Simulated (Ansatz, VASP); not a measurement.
**One calculation of Ir, two programs**

```
Ir
1.0
    14.00000    0.00000    0.00000
     0.00000   14.40000    0.00000
     0.00000    0.00000   14.80000
Ir
1
Direct
  0.50000 0.50000 0.50000
```

Alike in both runs: task single point; functional LDA; k mesh 1 × 1 × 1; occupations fermi-dirac, width 0.01 eV; collinear spin.

|  | VASP | Ansatz |
| --- | --- | --- |
| version | VASP 6.6.1 | Ansatz 0.2.0 |
| potentials or method | VASP PAW LDA potentials, release 64 (Ir), cutoff 400 eV | plane waves (420 eV) with PAW, scalar-relativistic |
| valence electrons in the cell | 9 | 17 |

```csv
,VASP,Ansatz,Ansatz less VASP
net moment per atom (μB),3.00,3.00,-0.001
size of the moment on the site where the two differ most (μB),2.44,3.00,+0.565
```

Ansatz warns that its potentials were made for another functional, while VASP's fit it. LDA's correlation is that of Perdew and Zunger in VASP and of Perdew and Wang (1992) in Ansatz. Site moments also hang on the region over which each program counts them. VASP's potentials hold 9 valence electrons a cell and Ansatz's 17, so a difference there can come from the potentials and not from the codes. Ansatz's warnings: xc potential rough in thin density.

Neither program's run includes spin-orbit coupling.
